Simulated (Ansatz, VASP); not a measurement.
# One calculation of Pt, two programs

```
CELL_PARAMETERS angstrom
2.80729 0.00000 0.00000
0.00000 3.97011 0.00000
0.00000 0.00000 19.21094
ATOMIC_POSITIONS crystal
Pt 0.50000 0.50000 0.39040
Pt 0.00000 0.00000 0.46347
Pt 0.50000 0.50000 0.53653
Pt 0.00000 0.00000 0.60960
```

Alike in both runs: task single point; functional PBE; k mesh 12 × 9 × 1; occupations gaussian, width 0.1 eV; no spin polarisation.

```csv
,VASP,Ansatz
version,VASP 6.6.1,Ansatz 0.2.0
potentials or method,"VASP PAW PBE potentials, release 64 (Pt), cutoff 400 eV","scalar-relativistic, plane waves, PAW"
valence electrons in the cell,40,72
```

Ansatz gave:

* gap on the k mesh at the Fermi level (eV): none
* rms of the force components (eV/Å): 0.435

Task: Estimate VASP's values.

Result: gap on the k mesh at the Fermi level (eV): none; rms of the force components (eV/Å): 0.433.

Atom by atom the forces differ by 0.011 eV/Å (rms over components). A gap of «none» marks a metal or a gap that the smearing closes. The functional is the same, so the differences come from potentials, cutoffs and numerics. VASP's potentials hold 40 valence electrons a cell and Ansatz's 72, so a difference there can come from the potentials and not from the codes.

Spin-orbit coupling is off throughout.
